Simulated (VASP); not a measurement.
# MoS2 (P-6m2) in VASP: further runs

The runs below take MoS2 through relaxation of cell and atoms, with PBE+D3(BJ).

All numbers are computed with VASP 6.6.1; they aren't measurements. Logs are shortened: lines on timing, memory, paths and dates and some standing lists are left out, and cuts for length are marked.

**1. The cell of the first run**

The structure is hexagonal, space group P-6m2 (No. 187). Conventional cell: a = 2.870 Å, b = 2.870 Å, c = 5.742 Å, α = 90.00°, β = 90.00°, γ = 120.00°. Within 3.0 Å of Mo (site symmetry -6m2) lie 6 S at 2.26 Å and 6 Mo at 2.87 Å. Within 3.1 Å of S (site symmetry 3m) lie 3 Mo at 2.26 Å and 8 S at 2.66 to 3.08 Å.

**2. Relaxation of cell and atoms, PBE+D3(BJ), target pressure 60 GPa, at which the enthalpy is minimised**

Contents of INCAR:

```
SYSTEM = MoS2
PREC = Accurate
ENCUT = 600
EDIFF = 1E-7
ISMEAR = 0
SIGMA = 0.01
LREAL = .False.
LASPH = .True.
NELM = 80
ALGO = Normal
ISIF = 3
LWAVE = .False.
LCHARG = .False.
GGA = PE
IVDW = 12
IBRION = 2
NSW = 70
EDIFFG = -0.008
PSTRESS = 600.0
```

Contents of KPOINTS:

```
Automatic mesh
0
Gamma
  12 12 6
  0 0 0
```

Contents of POSCAR:

```
MoS2
1.0
    2.8700465119      0.0000000000      0.0000000000
   -1.4350232559      2.4855331893      0.0000000000
    0.0000000000      0.0000000000      5.7423134637
Mo S
1 2
Direct
    0.0000000000      0.0000000000      0.0000000000
    0.3333333333      0.6666666667      0.2684925038
    0.3333333333      0.6666666667      0.7315074962
```

Potentials or basis: VASP PAW PBE potentials, release 64 (Mo_sv, S).

The run is started by

```sh
> cat potpaw_PBE.64/Mo_sv/POTCAR potpaw_PBE.64/S/POTCAR > POTCAR
> mpirun -np 1 vasp_std > vasp.out
```

OUTCAR:

```text
SYSTEM = MoS2
   PREC = Accurate
   ENCUT = 600
   EDIFF = 1E-7
   ISMEAR = 0
   LREAL = .False.
   LASPH = .True.
   NELM = 80
   ISIF = 3
   GGA = PE
   IVDW = 12
   IBRION = 2
   NSW = 70
   EDIFFG = -0.008
   PSTRESS = 600.0
 IVDW          = 12

 ion  position               nearest neighbor table
   1  0.000  0.000  0.000-   2 2.26   3 2.26   2 2.26   3 2.26   2 2.26   3 2.26
   2  0.333  0.667  0.268-   1 2.26   1 2.26   1 2.26   3 2.66
   3  0.333  0.667  0.732-   1 2.26   1 2.26   1 2.26   2 2.66

  LATTYP: Found a hexagonal cell.
 ALAT       =     2.8700465119
 C/A-ratio  =     2.0007736599

  Lattice vectors:

 A1 = (   2.8700465119,   0.0000000000,   0.0000000000)
 A2 = (  -1.4350232559,   2.4855331893,   0.0000000000)
 A3 = (   0.0000000000,   0.0000000000,   5.7423134637)

Analysis of symmetry for initial positions (statically):
=====================================================================
 Subroutine PRICEL returns:
 Original cell was already a primitive cell.

 Routine SETGRP: Setting up the symmetry group for a
 hexagonal supercell.

 Subroutine GETGRP returns: Found 12 space group operations
 (whereof 12 operations were pure point group operations)
 out of a pool of 24 trial point group operations.

The static configuration has the point symmetry D_3h.

Analysis of symmetry for dynamics (positions and initial velocities):
=====================================================================
 Subroutine PRICEL returns:
 Original cell was already a primitive cell.

 Routine SETGRP: Setting up the symmetry group for a
 hexagonal supercell.

 Subroutine GETGRP returns: Found 12 space group operations
 (whereof 12 operations were pure point group operations)
 out of a pool of 24 trial point group operations.

The dynamic configuration has the point symmetry D_3h.

 Subroutine INISYM returns: Found 12 space group operations
 (whereof 12 operations are pure point group operations),
 and found     1 'primitive' translations

----------------------------------------------------------------------------------------

                                     Primitive cell

  volume of cell :      40.9633

  direct lattice vectors                    reciprocal lattice vectors
     2.870046512  0.000000000  0.000000000     0.348426409  0.201164081  0.000000000
    -1.435023256  2.485533189  0.000000000     0.000000000  0.402328162  0.000000000
     0.000000000  0.000000000  5.742313464     0.000000000  0.000000000  0.174145840

  length of vectors
     2.870046512  2.870046512  5.742313464     0.402328162  0.402328162  0.174145840

  position of ions in fractional coordinates (direct lattice)
     0.000000000  0.000000000  0.000000000
     0.333333333  0.666666667  0.268492504
     0.333333333  0.666666667  0.731507496

  ion indices of the primitive-cell ions
   primitive index   ion index
                 1           1
                 2           2
                 3           3

----------------------------------------------------------------------------------------

 KPOINTS: Automatic mesh

Automatic generation of k-mesh.
 Grid dimensions read from file:
 generate k-points for:   12   12    6

 Generating k-lattice:

  Cartesian coordinates                     Fractional coordinates (reciprocal lattice)
     0.029035534  0.016763673  0.000000000     0.083333333  0.000000000  0.000000000
     0.000000000  0.033527347  0.000000000     0.000000000  0.083333333  0.000000000
     0.000000000  0.000000000  0.029024307     0.000000000  0.000000000  0.166666667

  Length of vectors
     0.033527347  0.033527347  0.029024307

  Shift w.r.t. Gamma in fractional coordinates (k-lattice)
     0.000000000  0.000000000  0.000000000

 Subroutine IBZKPT returns following result:
 ===========================================

 Found     76 irreducible k-points:

 Following reciprocal coordinates:
            Coordinates               Weight
  0.000000  0.000000  0.000000      1.000000
  0.083333 -0.000000  0.000000      6.000000
  0.166667 -0.000000  0.000000      6.000000
  0.250000 -0.000000  0.000000      6.000000
  0.333333 -0.000000  0.000000      6.000000
  0.416667  0.000000  0.000000      6.000000
[... 16 lines left out ...]
  0.250000 -0.000000  0.166667     12.000000
  0.333333 -0.000000  0.166667     12.000000
 [... further k-points ...]
   k-points           NKPTS =     76   k-points in BZ     NKDIM =     76   number of bands    NBANDS=     17
   number of dos      NEDOS =    301   number of ions     NIONS =      3
   total plane-waves  NPLWV =  27648
   dimension x,y,z NGX =    24 NGY =   24 NGZ =   48
   dimension x,y,z NGXF=    48 NGYF=   48 NGZF=   96
   ions per type =               1   2
   NGX,Y,Z   is equivalent  to a cutoff of  13.90, 13.90, 13.90 a.u.
   NGXF,Y,Z  is equivalent  to a cutoff of  27.80, 27.80, 27.79 a.u.
 SYSTEM =  MoS2
   PREC   = accura    normal or accurate (medium, high low for compatibility)
   ISTART =      0    job   : 0-new  1-cont  2-samecut
   ICHARG =      2    charge: 1-file 2-atom 10-const
   ISPIN  =      1    spin polarized calculation?
   LNONCOLLINEAR =      F non collinear calculations
   LSORBIT =      F    spin-orbit coupling
   LASPH  =      T    aspherical Exc in radial PAW
   ENCUT  =  600.0 eV  44.10 Ry    6.64 a.u.   5.73  5.73 11.47*2*pi/ulx,y,z
   NELM   =     80;   NELMIN=  2; NELMDL= -5     # of ELM steps
   EDIFF  = 0.1E-06   stopping-criterion for ELM
   LREAL  =      F    real-space projection
   EDIFFG = -.8E-02   stopping-criterion for IOM
   NSW    =     70    number of steps for IOM
   IBRION =      2    ionic relax: 0-MD 1-quasi-New 2-CG
   NFREE  =      1    steps in history (QN), initial steepest desc. (CG)
   ISIF   =      3    stress and relaxation
   ISYM   =      2    0-nonsym 1-usesym 2-fastsym
   POTIM  = 0.5000    time-step for ionic-motion
   TEBEG  =    0.0;   TEEND  =   0.0 temperature during run
   PSTRESS=  600.0 pullay stress
   NELECT =      26.0000    total number of electrons
   NUPDOWN=      -1.0000    fix difference up-down
   EMIN   =  10.00;   EMAX   =-10.00  energy-range for DOS
   EFERMI =   0.00;   METHOD = LEGACY
   ISMEAR =     0;   SIGMA  =   0.01  broadening in eV -4-tet -1-fermi 0-gaus
   EFERMI_NEDOS =   21; number of points for ismear=-14 and -15
   IALGO  =     38    algorithm
   IMIX   =      4    mixing-type and parameters
     AMIX     =   0.40;   BMIX     =  1.00
     AMIX_MAG =   1.60;   BMIX_MAG =  1.00
  volume/ion in A,a.u.               =      13.65        92.14
  Fermi-wavevector in a.u.,A,eV,Ry     =   1.406914  2.658682 26.931459  1.979406
  Thomas-Fermi vector in A             =   2.529226
   LORBIT       =      0    0 simple, 1 ext, 2 COOP (PROOUT), +10 PAW based schemes
   GGA     = PE    functional components
   LHFCALC =     F    Hartree Fock is set to
   AEXX    =    0.0000 exact exchange contribution
   IVDW    =    12    specifies the selected vdW correction
   LEPSILON=     F    determine dielectric tensor
   LRPA    =     F    only Hartree local field effects (RPA)
 conjugate gradient relaxation of ions
 non-spin polarized calculation
 Gauss-broadening in eV      SIGMA  =   0.01
  energy-cutoff  :      600.00
  volume of cell :       40.96
 maximum number of plane-waves:      1384
 NGX is ok and might be reduce to    24
   NGX = 11   NGY = 11   NGZ = 23

--------------------------------------- Ionic step        1  -------------------------------------------

 number of electron      26.0000001 magnetization

 Free energy of the ion-electron system (eV)
  ---------------------------------------------------
  ext. energy  EPLUGINS =         0.00000000
  ---------------------------------------------------
  free energy    TOTEN  =       -19.56034080 eV

  energy without entropy =      -19.56034080  energy(sigma->0) =      -19.56034080

------------------------ aborting loop because EDIFF is reached ----------------------------------------

 Edisp (eV)   -1.67864

 E8    (eV) :    -0.6780

  FORCE on cell =-STRESS in cart. coord.  units (eV):
  Direction    XX          YY          ZZ          XY          YZ          ZX
  --------------------------------------------------------------------------------------
  -------------------------------------------------------------------------------------
  Total      13.84125    13.84125    15.11334     0.00000     0.00000     0.00000
  in kB     541.36551   541.36551   591.11995     0.00000     0.00000     0.00000
  external pressure =      -42.05 kB  Pullay stress =      600.00 kB
[... 104 lines left out ...]
  FREE ENERGIE OF THE ION-ELECTRON SYSTEM (eV)
  ---------------------------------------------------
  free  energy   TOTEN  =       -20.7462224318 eV

  energy  without entropy=      -20.7461752535  energy(sigma->0) =      -20.74619884

  enthalpy is  TOTEN    =        -6.0066594160 eV   P V=       14.7395630158

[... ionic steps 4 to 7 ...]

--------------------------------------- Ionic step        8  -------------------------------------------

 number of electron      26.0000002 magnetization

------------------------ aborting loop because EDIFF is reached ----------------------------------------

 Edisp (eV)   -1.74666

 E8    (eV) :    -0.7061
[... 75 lines left out ...]
  enthalpy is  TOTEN    =        -6.0102365362 eV   P V=       14.7819794401

--------------------------------------- Ionic step       10  -------------------------------------------

 number of electron      26.0000002 magnetization

 Free energy of the ion-electron system (eV)
  ---------------------------------------------------
  ext. energy  EPLUGINS =         0.00000000
  ---------------------------------------------------
  free energy    TOTEN  =       -19.05250408 eV

  energy without entropy =      -19.05247811  energy(sigma->0) =      -19.05249110

 E-fermi :  12.0982     XC(G=0): -12.5108

 val. band max:       12.0792270599   @ k =   0.0833  -0.0000   0.5000
 cond. band min:      12.1049012977   @ k =   0.0833   0.0833   0.0000
 fundamental gap:      0.0256742378
 Fermi energy:        12.0981646038

 k-point     1 :       0.0000    0.0000    0.0000
  band No.  band energies     occupation
      1     -49.1793      2.00000
      2     -23.7086      2.00000
      3     -22.7835      2.00000
      4     -22.7835      2.00000
      5      -5.0580      2.00000
      6      -2.3451      2.00000
[... 9 lines left out ...]
     16      15.4555      0.00000
     17      15.4555      0.00000
[... 443 lines left out ...]
      1     -49.0529      2.00000
      2     -23.6779      2.00000
      3     -23.5091      2.00000
      4     -22.9835      2.00000
      5      -2.8558      2.00000
      6      -1.6068      2.00000
[... 9 lines left out ...]
     16      16.1947      0.00000
     17      16.7059      0.00000

 [... further k-points ...]

------------------------ aborting loop because EDIFF is reached ----------------------------------------

 Edisp (eV)   -1.74585

 E8    (eV) :    -0.7058

  FORCE on cell =-STRESS in cart. coord.  units (eV):
  Direction    XX          YY          ZZ          XY          YZ          ZX
  --------------------------------------------------------------------------------------
  -------------------------------------------------------------------------------------
  Total      14.77807    14.77807    14.77521     0.00000    -0.00000    -0.00000
  in kB     599.59287   599.59287   599.47659     0.00000    -0.00000    -0.00000
  external pressure =       -0.45 kB  Pullay stress =      600.00 kB
[... 18 lines left out ...]
  FREE ENERGIE OF THE ION-ELECTRON SYSTEM (eV)
  ---------------------------------------------------
  free  energy   TOTEN  =       -20.7983507886 eV

  energy  without entropy=      -20.7983248167  energy(sigma->0) =      -20.79833780

  enthalpy is  TOTEN    =        -6.0102438242 eV   P V=       14.7881069645

 reached required accuracy - stopping structural energy minimisation
```

It took 14 min on 1 thread of Intel Xeon 8259CL, shared host; peak memory 0.23 GiB.

Results:

```
Free energy                                                : -20.7984 eV
Relaxed volume                                             : 13.16 Å³/atom
Relaxed cell                                               : a = 2.827 Å, b = 2.827 Å, c = 5.704 Å, α = 90.00°, β = 90.00°, γ = 120.00°
Space group after relaxing (to 0.1 Å)                      : P-6m2 (No. 187)
Energy change on relaxing (the run minimises the enthalpy) : +146.9 meV/atom
Ionic steps                                                : 10
Pressure after relaxing                                    : 60.0 GPa
Band gap on the k mesh                                     : zero (bands 13 and 14 overlap by 0.11 eV)
Dispersion energy per atom                                 : -0.582 eV
```

Forces on the atoms (eV/Å):
```
Mo   0.000  0.000  0.000
S    0.000  0.000 -0.002
S    0.000  0.000  0.002
```

Step by step:
```
step  energy change (eV)  largest force (eV/Å)  pressure (GPa)  volume (Å³)
   1              0.0000                1.4807           55.80        40.96
   2              0.6860                0.1612           64.04        38.87
   3              0.4928                0.2394           61.82        39.36
   4              0.5046                0.2192           61.93        39.33
   5              0.2473                0.5873           53.18        40.05
   6              0.4283                0.0071           59.46        39.52
   7              0.4571                0.0172           60.35        39.45
   8              0.4472                0.0119           60.05        39.47
   9              0.4468                0.0117           60.04        39.47
  10              0.4406                0.0023           59.96        39.49
```

Final structure:
```yaml
crystal:
  lattice:
    - [2.82734, 0.00000, 0.00000]
    - [-1.41367, 2.44855, 0.00000]
    - [0.00000, 0.00000, 5.70407]
  atoms:
    - { symbol: Mo, position: [0.00000, 0.00000, 0.00000] }
    - { symbol: S, position: [0.33333, 0.66667, 0.27908] }
    - { symbol: S, position: [0.33333, 0.66667, 0.72092] }
```

Caveat: the cell is relaxed towards a set pressure, so the run minimises the enthalpy, not the energy.

[end of part 1 of 2]

The gap in the log of VASP goes by the Fermi energy; the results here count the filled bands.